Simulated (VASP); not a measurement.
# Sb2Se5 (C2/m) in VASP: relaxation of cell and atoms with PBE

Aim: the relaxation of cell and atoms of Sb2Se5 with PBE.

All numbers are computed with VASP 6.6.1; they aren't measurements. Logs are shortened: lines on timing, memory, paths and dates and some standing lists are left out, and cuts for length are marked.

### 1 The cell of the first run

The structure is monoclinic, space group C2/m (No. 12). The conventional cell has a = 15.835 Å, b = 4.210 Å, c = 5.857 Å, α = 90.00°, β = 103.27°, γ = 90.00°. Sb (site symmetry m) has 8 Se at 2.78 to 3.78 Å within 3.8 Å. Se (site symmetry 2/m) has 2 Sb at 2.88 Å and 4 Se at 3.21 Å within 3.8 Å. Within 3.3 Å of Se (site symmetry m) lie 3 Se at 2.38 to 3.21 Å and 2 Sb at 2.99 Å. Within 3.7 Å of Se (site symmetry m) lie 3 Sb at 2.78 to 2.82 Å and 3 Se at 3.57 Å.

The cell was built from a structure type or drawn by symmetry, and may not be a known phase.

### 2 Relaxation of cell and atoms, PBE

File INCAR:

```
PREC     = Accurate       # precision mode
ENCUT    = 600            # plane-wave cutoff, eV
EDIFF    = 1E-6           # SCF threshold, eV
ISMEAR   = 0              # smearing method
SIGMA    = 0.1            # smearing width, eV
LREAL    = False          # projectors in reciprocal space
LASPH    = True           # aspherical terms in the spheres
NELM     = 100            # most SCF steps
ALGO     = Normal         # electronic algorithm
ISIF     = 3              # what is computed and relaxed
LWAVE    = False          # write WAVECAR
LCHARG   = False          # write CHGCAR
GGA      = PE             # functional
IBRION   = 2              # ionic algorithm
NSW      = 100            # ionic steps
EDIFFG   = -0.01          # ionic threshold
```

File KPOINTS:

```
regular mesh
0
Gamma
  8 8 6
```

File POSCAR:

```
Sb2Se5
1.0
    7.9174546503     -2.1048832815      0.0000000000
    7.9174546503      2.1048832815      0.0000000000
   -1.3446480972      0.0000000000      5.7006716829
Sb Se
2 5
Direct
    0.1404762557      0.1404762557      0.4106754983
    0.8595237443      0.8595237443      0.5893245017
    0.0000000000      0.0000000000      0.0000000000
    0.5620358586      0.5620358586      0.6595085282
    0.4379641414      0.4379641414      0.3404914718
    0.2830580514      0.2830580514      0.7901318037
    0.7169419486      0.7169419486      0.2098681963
```

Potentials or basis: VASP PAW PBE potentials, release 64 (Sb, Se).

Run with:

```sh
cat potpaw_PBE.64/Sb/POTCAR potpaw_PBE.64/Se/POTCAR > POTCAR
mpirun -np 1 vasp_std > vasp.out
```

OUTCAR:

```text
PREC = Accurate
   ENCUT = 600
   EDIFF = 1E-6
   ISMEAR = 0
   LREAL = False
   LASPH = True
   NELM = 100
   ISIF = 3
   GGA = PE
   IBRION = 2
   NSW = 100
   EDIFFG = -0.01

 ion  position               nearest neighbor table
   1  0.140  0.140  0.411-   6 2.78   7 2.82   7 2.82   3 2.88   4 2.99   4 2.99
   2  0.860  0.860  0.589-   7 2.78   6 2.82   6 2.82   3 2.88   5 2.99   5 2.99
   3  0.000  0.000  0.000-   1 2.88   2 2.88
   4  0.562  0.562  0.660-   5 2.38   1 2.99   1 2.99
   5  0.438  0.438  0.340-   4 2.38   2 2.99   2 2.99
   6  0.283  0.283  0.790-   1 2.78   2 2.82   2 2.82
   7  0.717  0.717  0.210-   2 2.78   1 2.82   1 2.82

  LATTYP: Found a base centered monoclinic cell.
 ALAT       =    15.8349093006
 B/A-ratio  =     0.2658535318
 C/A-ratio  =     0.3698859127
 COS(beta)  =    -0.2295753580

  Lattice vectors:

 A1 = (   7.9174546503,  -2.1048832815,   0.0000000000)
 A2 = (   7.9174546503,   2.1048832815,   0.0000000000)
 A3 = (  -1.3446480972,   0.0000000000,   5.7006716829)

Analysis of symmetry for initial positions (statically):
=====================================================================
 Subroutine PRICEL returns:
 Original cell was already a primitive cell.

 Routine SETGRP: Setting up the symmetry group for a
 base centered monoclinic supercell.

 Subroutine GETGRP returns: Found  4 space group operations
 (whereof  4 operations were pure point group operations)
 out of a pool of  4 trial point group operations.

The static configuration has the point symmetry C_2h.

Analysis of symmetry for dynamics (positions and initial velocities):
=====================================================================
 Subroutine PRICEL returns:
 Original cell was already a primitive cell.

 Routine SETGRP: Setting up the symmetry group for a
 base centered monoclinic supercell.

 Subroutine GETGRP returns: Found  4 space group operations
 (whereof  4 operations were pure point group operations)
 out of a pool of  4 trial point group operations.

The dynamic configuration has the point symmetry C_2h.

 Subroutine INISYM returns: Found  4 space group operations
 (whereof  4 operations are pure point group operations),
 and found     1 'primitive' translations

----------------------------------------------------------------------------------------

                                     Primitive cell

  volume of cell :     190.0070

  direct lattice vectors                    reciprocal lattice vectors
     7.917454650 -2.104883281  0.000000000     0.063151609 -0.237542863  0.014895910
     7.917454650  2.104883281  0.000000000     0.063151609  0.237542863  0.014895910
    -1.344648097  0.000000000  5.700671683     0.000000000  0.000000000  0.175417925

  length of vectors
     8.192473483  8.192473483  5.857109880     0.246245051  0.246245051  0.175417925

  position of ions in fractional coordinates (direct lattice)
     0.140476256  0.140476256  0.410675498
     0.859523744  0.859523744  0.589324502
     0.000000000  0.000000000  0.000000000
     0.562035859  0.562035859  0.659508528
     0.437964141  0.437964141  0.340491472
     0.283058051  0.283058051  0.790131804
     0.716941949  0.716941949  0.209868196

  ion indices of the primitive-cell ions
   primitive index   ion index
                 1           1
                 2           2
                 3           3
                 4           4
                 5           5
                 6           6
                 7           7

----------------------------------------------------------------------------------------

 KPOINTS: regular mesh

Automatic generation of k-mesh.
 Grid dimensions read from file:
 generate k-points for:    8    8    6

 Generating k-lattice:

  Cartesian coordinates                     Fractional coordinates (reciprocal lattice)
     0.007893951 -0.029692858  0.001861989     0.125000000 -0.000000000  0.000000000
     0.007893951  0.029692858  0.001861989    -0.000000000  0.125000000  0.000000000
     0.000000000  0.000000000  0.029236321     0.000000000  0.000000000  0.166666667

  Length of vectors
     0.030780631  0.030780631  0.029236321

  Shift w.r.t. Gamma in fractional coordinates (k-lattice)
     0.000000000  0.000000000  0.000000000

 Subroutine IBZKPT returns following result:
 ===========================================

 Found    114 irreducible k-points:

 Following reciprocal coordinates:
            Coordinates               Weight
  0.000000  0.000000  0.000000      1.000000
  0.125000  0.000000  0.000000      4.000000
  0.250000  0.000000  0.000000      4.000000
  0.375000 -0.000000  0.000000      4.000000
  0.500000  0.000000  0.000000      2.000000
  0.125000  0.125000  0.000000      2.000000
[... 16 lines left out ...]
  0.125000  0.000000  0.166667      4.000000
  0.250000  0.000000  0.166667      4.000000
 [... further k-points ...]
   k-points           NKPTS =    114   k-points in BZ     NKDIM =    114   number of bands    NBANDS=     24
   number of dos      NEDOS =    301   number of ions     NIONS =      7
   total plane-waves  NPLWV = 235200
   dimension x,y,z NGX =    70 NGY =   70 NGZ =   48
   dimension x,y,z NGXF=   140 NGYF=  140 NGZF=   96
   ions per type =               2   5
   NGX,Y,Z   is equivalent  to a cutoff of  14.20, 14.20, 13.62 a.u.
   NGXF,Y,Z  is equivalent  to a cutoff of  28.41, 28.41, 27.25 a.u.
 SYSTEM =  unknown system
   PREC   = accura    normal or accurate (medium, high low for compatibility)
   ISTART =      0    job   : 0-new  1-cont  2-samecut
   ICHARG =      2    charge: 1-file 2-atom 10-const
   ISPIN  =      1    spin polarized calculation?
   LNONCOLLINEAR =      F non collinear calculations
   LSORBIT =      F    spin-orbit coupling
   LASPH  =      T    aspherical Exc in radial PAW
   ENCUT  =  600.0 eV  44.10 Ry    6.64 a.u.  16.36 16.36 11.70*2*pi/ulx,y,z
   NELM   =    100;   NELMIN=  2; NELMDL= -5     # of ELM steps
   EDIFF  = 0.1E-05   stopping-criterion for ELM
   LREAL  =      F    real-space projection
   EDIFFG = -.1E-01   stopping-criterion for IOM
   NSW    =    100    number of steps for IOM
   IBRION =      2    ionic relax: 0-MD 1-quasi-New 2-CG
   NFREE  =      1    steps in history (QN), initial steepest desc. (CG)
   ISIF   =      3    stress and relaxation
   ISYM   =      2    0-nonsym 1-usesym 2-fastsym
   POTIM  = 0.5000    time-step for ionic-motion
   TEBEG  =    0.0;   TEEND  =   0.0 temperature during run
   PSTRESS=    0.0 pullay stress
   NELECT =      40.0000    total number of electrons
   NUPDOWN=      -1.0000    fix difference up-down
   EMIN   =  10.00;   EMAX   =-10.00  energy-range for DOS
   EFERMI =   0.00;   METHOD = LEGACY
   ISMEAR =     0;   SIGMA  =   0.10  broadening in eV -4-tet -1-fermi 0-gaus
   EFERMI_NEDOS =   21; number of points for ismear=-14 and -15
   IALGO  =     38    algorithm
   IMIX   =      4    mixing-type and parameters
     AMIX     =   0.40;   BMIX     =  1.00
     AMIX_MAG =   1.60;   BMIX_MAG =  1.00
  volume/ion in A,a.u.               =      27.14       183.18
  Fermi-wavevector in a.u.,A,eV,Ry     =   0.973879  1.840364 12.904311  0.948440
  Thomas-Fermi vector in A             =   2.104294
   LORBIT       =      0    0 simple, 1 ext, 2 COOP (PROOUT), +10 PAW based schemes
   GGA     = PE    functional components
   LHFCALC =     F    Hartree Fock is set to
   AEXX    =    0.0000 exact exchange contribution
   IVDW    =     0    specifies the selected vdW correction
   LEPSILON=     F    determine dielectric tensor
   LRPA    =     F    only Hartree local field effects (RPA)
 conjugate gradient relaxation of ions
 non-spin polarized calculation
 Gauss-broadening in eV      SIGMA  =   0.10
  energy-cutoff  :      600.00
  volume of cell :      190.01
 maximum number of plane-waves:      6368
 NGX is ok and might be reduce to    70
   NGX = 33   NGY = 33   NGZ = 23

--------------------------------------- Ionic step        1  -------------------------------------------

 number of electron      39.9999999 magnetization

 Free energy of the ion-electron system (eV)
  ---------------------------------------------------
  ext. energy  EPLUGINS =         0.00000000
  ---------------------------------------------------
  free energy    TOTEN  =       -26.20470427 eV

  energy without entropy =      -26.18240157  energy(sigma->0) =      -26.19355292

------------------------ aborting loop because EDIFF is reached ----------------------------------------

  FORCE on cell =-STRESS in cart. coord.  units (eV):
  Direction    XX          YY          ZZ          XY          YZ          ZX
  --------------------------------------------------------------------------------------
  -------------------------------------------------------------------------------------
  Total       -0.4154873     -0.3243305      0.3601080      0.0000000      0.0000000     -0.4980530
  in kB       -3.5034728     -2.7348202      3.0365032      0.0000000      0.0000000     -4.1996831
  external PRESSURE =      -1.0672633 kB  Pullay stress =       0.0000000 kB
[... 104 lines left out ...]
  FREE ENERGIE OF THE ION-ELECTRON SYSTEM (eV)
  ---------------------------------------------------
  free  energy   TOTEN  =       -26.2163693157 eV

  energy  without entropy=      -26.1960343084  energy(sigma->0) =      -26.20620181

[... ionic steps 4 to 16 ...]

--------------------------------------- Ionic step       17  -------------------------------------------

 number of electron      40.0000000 magnetization

------------------------ aborting loop because EDIFF is reached ----------------------------------------

  FORCE on cell =-STRESS in cart. coord.  units (eV):
  Direction    XX          YY          ZZ          XY          YZ          ZX
  --------------------------------------------------------------------------------------
  -------------------------------------------------------------------------------------
  Total       -0.0442544     -0.0537872     -0.0190017      0.0000000      0.0000000      0.0283385
  in kB       -0.3743150     -0.4549457     -0.1607209      0.0000000      0.0000000      0.2396945
  external PRESSURE =      -0.3299939 kB  Pullay stress =       0.0000000 kB
[... 67 lines left out ...]
  energy  without entropy=      -26.2088042188  energy(sigma->0) =      -26.21795989

--------------------------------------- Ionic step       19  -------------------------------------------

 number of electron      40.0000000 magnetization

 Free energy of the ion-electron system (eV)
  ---------------------------------------------------
  ext. energy  EPLUGINS =         0.00000000
  ---------------------------------------------------
  free energy    TOTEN  =       -26.22713018 eV

  energy without entropy =      -26.20882352  energy(sigma->0) =      -26.21797685

 E-fermi :   4.3490     XC(G=0):  -9.2891

 val. band max:        4.3463364360   @ k =  -0.3750   0.0000   0.1667
 cond. band min:       4.3530140146   @ k =  -0.2500   0.2500   0.0000
 fundamental gap:      0.0066775786
 Fermi energy:         4.3489937887

 k-point     1 :       0.0000    0.0000    0.0000
  band No.  band energies     occupation
      1     -10.6885      2.00000
      2      -9.3532      2.00000
      3      -8.3087      2.00000
      4      -7.7479      2.00000
      5      -7.6828      2.00000
      6      -4.9783      2.00000
[... 637 lines left out ...]
     23       6.1390      0.00000
     24       6.5486      0.00000

 [... further k-points ...]
[... 5 lines left out ...]
  --------------------------------------------------------------------------------------
  -------------------------------------------------------------------------------------
  Total       -0.0009488     -0.0055428      0.0007888      0.0000000      0.0000000      0.0042537
  in kB       -0.0080258     -0.0468878      0.0066727      0.0000000      0.0000000      0.0359834
  external PRESSURE =      -0.0160803 kB  Pullay stress =       0.0000000 kB
[... 22 lines left out ...]
  FREE ENERGIE OF THE ION-ELECTRON SYSTEM (eV)
  ---------------------------------------------------
  free  energy   TOTEN  =       -26.2271301764 eV

  energy  without entropy=      -26.2088235228  energy(sigma->0) =      -26.21797685

 reached required accuracy - stopping structural energy minimisation
```

It took 2.3 h on 1 thread of Intel Xeon Platinum 8488C (Sapphire Rapids), shared host; peak memory 0.95 GiB.

Results:

* Free energy: -26.2271 eV
* Relaxed volume: 27.06 Å³/atom
* Relaxed cell: a = 8.184 Å, b = 8.184 Å, c = 5.992 Å, α = 103.51°, β = 103.51°, γ = 29.10°
* Space group after relaxing (to 0.1 Å): C2/m (No. 12)
* Energy gained by relaxing: 3.2 meV/atom
* Ionic steps: 19
* Pressure after relaxing: 0.0 GPa
* Largest force after relaxing: 0.008 eV/Å
* Band gap on the k mesh: zero (bands 20 and 21 overlap by 0.74 eV)

Forces on the atoms (eV/Å):
```
Sb  -0.008  0.000  0.001
Sb   0.008  0.000 -0.001
Se   0.000  0.000  0.000
Se   0.003  0.000 -0.004
Se  -0.003  0.000  0.004
Se  -0.001  0.000  0.000
Se   0.001  0.000  0.000
```

Step by step:
```csv
step,energy change (eV),largest force (eV/Å),pressure (GPa),volume (Å³)
1,0.0000,0.2080,-0.11,190.01
2,-0.0094,0.1179,0.01,189.51
3,-0.0117,0.1646,0.11,189.13
4,-0.0173,0.0618,-0.08,189.18
5,-0.0184,0.0633,-0.21,189.21
6,-0.0197,0.0481,0.01,188.47
7,-0.0199,0.0461,0.10,188.15
8,-0.0206,0.0358,0.09,188.27
9,-0.0217,0.0180,0.03,188.63
10,-0.0217,0.0206,0.02,188.69
11,-0.0219,0.0269,-0.01,188.89
12,-0.0219,0.0286,-0.02,188.94
13,-0.0221,0.0167,0.02,188.97
14,-0.0221,0.0158,0.03,188.97
15,-0.0222,0.0171,0.00,189.14
16,-0.0223,0.0215,-0.04,189.42
17,-0.0223,0.0143,-0.03,189.42
18,-0.0224,0.0103,-0.01,189.43
19,-0.0224,0.0079,0.00,189.40
```

Final structure:
```
CELL_PARAMETERS angstrom
7.92085 -2.05597 -0.06925
7.92085 2.05597 -0.06925
-1.39495 0.00000 5.82733
ATOMIC_POSITIONS crystal
Sb 0.13989 0.13989 0.40948
Sb 0.86011 0.86011 0.59052
Se 0.00000 0.00000 0.00000
Se 0.55964 0.55964 0.66250
Se 0.44036 0.44036 0.33750
Se 0.28238 0.28238 0.79017
Se 0.71762 0.71762 0.20983
```

Caveat: spin-orbit coupling is left out, which moves the levels of the heavy elements.
